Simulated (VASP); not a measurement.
Write the native input for VASP 6.6.1 that does the following.

| Property | Result |
| --- | --- |
| Task | relaxation of cell and atoms |
| Functional | revPBE |
| Dispersion | D4 |
| Potentials or basis | VASP PAW PBE potentials, release 64 (La, O) |
| Cutoff | 600 eV |
| k mesh | 5 × 5 × 8 |
| Occupations | fermi-dirac, width 0.05 eV |
| Spin | no spin polarisation |
| Dipole correction | no |
| Further INCAR settings | ALGO = Normal; EDIFF = 1e-06; IBRION = 2; EDIFFG = -0.01; NSW = 60; ISIF = 3 |

The structure of La2O3 lies in POSCAR:

```
La2O3
1.0
    6.2667802772      0.0000000000      0.0000000000
   -3.1333901386      5.4271909200      0.0000000000
    0.0000000000      0.0000000000      3.2997660000
La O
2 3
Direct
    0.6666666667      0.3333333333      0.5000000000
    0.3333333333      0.6666666667      0.5000000000
    0.5080139900      0.0000000000      0.0000000000
    0.0000000000      0.5080139900      0.0000000000
    0.4919860100      0.4919860100      0.0000000000
```

One way to write it, as run:

INCAR

```
PREC = Accurate
ENCUT = 600
EDIFF = 1E-6
ISMEAR = -1
SIGMA = 0.05
LREAL = False
LASPH = True
NELM = 60
ALGO = Normal
ISIF = 3
LWAVE = False
LCHARG = False
GGA = RE
IVDW = 13
IBRION = 2
NSW = 60
EDIFFG = -0.01
```

KPOINTS

```
regular mesh
0
Gamma
  5 5 8
```

Potentials or basis: VASP PAW PBE potentials, release 64 (La, O).

Command:

```console
$ cat potpaw_PBE.64/La/POTCAR potpaw_PBE.64/O/POTCAR > POTCAR
$ mpirun -np 1 vasp_std > vasp.out
```

It gave:

```
Relaxed volume                        : 22.75 Å³/atom
Relaxed cell                          : a = 6.327 Å, b = 6.327 Å, c = 3.282 Å, α = 90.00°, β = 90.00°, γ = 120.00°
Space group after relaxing (to 0.1 Å) : P6/mmm (No. 191)
Energy gained by relaxing             : 2.7 meV/atom
Ionic steps                           : 9
Pressure after relaxing               : 0.0 GPa
Band gap on the k mesh                : 1.66 eV (least direct gap 2.15 eV)
Dispersion energy per atom            : -0.291 eV
```

Caveat: the PAW data sets were made with another functional, which shifts forces and pressure a little; spin-orbit coupling is left out, which moves the levels of the heavy elements.

Wall time 9.9 min on 1 thread of Intel(R) Xeon(R) Platinum 8259CL CPU @ 2.50GHz (Skylake/Cascade Lake), on a shared host, peak memory 0.32 GiB.
